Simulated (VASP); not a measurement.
An input for VASP 6.6.1 (P):

INCAR

```
SYSTEM = P
ALGO = Normal ; EDIFF = 1E-7
EDIFFG = -0.01 ; ENCUT = 500
GGA = PE ; GGA_COMPAT = .False.
IBRION = 2 ; ISIF = 3
ISMEAR = 0 ; LASPH = .True.
LCHARG = .False. ; LREAL = .False.
LWAVE = .False. ; NELM = 120
NELMIN = 4 ; NSW = 100
PREC = Accurate ; SIGMA = 0.1
```

KPOINTS

```
k-points
0
Gamma
  24 24 24
  0 0 0
```

Contents of POSCAR:

```
P
1.0
    0.0000000000      1.6156203583      3.8536815993
    1.6156004975      0.0000000000      3.8536815993
    1.6156004975      1.6156203583      0.0000000000
P
1
Direct
    0.0000000000      0.0000000000      0.0000000000
```

Potentials or basis: VASP PAW PBE potentials, release 64 (P).

Launch:

```bash
$ cat potpaw_PBE.64/P/POTCAR > POTCAR
$ mpirun -np 1 vasp_std > vasp.out
```

**Question.** How does this run end?

**Answer.** The run stopped without a result. It printed:

OUTCAR:

```text
SYSTEM = P
   EDIFF = 1E-7
   EDIFFG = -0.01
   ENCUT = 500
   GGA = PE
   IBRION = 2
   ISIF = 3
   ISMEAR = 0
   LASPH = .True.
   LREAL = .False.
[... 96 lines left out ...]
|     E        R     R  R     R  O     O  R     R     ###     ###     ###     |
|     EEEEE    RRRRRR   RRRRRR   O     O  RRRRRR       #       #       #      |
|     E        R   R    R   R    O     O  R   R                               |
|     E        R    R   R    R   O     O  R    R      ###     ###     ###     |
|     EEEEEEE  R     R  R     R  OOOOOOO  R     R     ###     ###     ###     |
|                                                                             |
|     IBZKPT: not all point group operations associated with the symmetry     |
|     operators of the crystalline lattice are members of the point group     |
|     of the reciprocal lattice.                                              |
|                                                                             |
|       ---->  I REFUSE TO CONTINUE WITH THIS SICK JOB ... BYE!!! <----       |
|                                                                             |
 -----------------------------------------------------------------------------
```

On the terminal:

```text
POSCAR found type information on POSCAR P
 POSCAR found :  1 types and       1 ions
[... 43 lines left out ...]

1
```
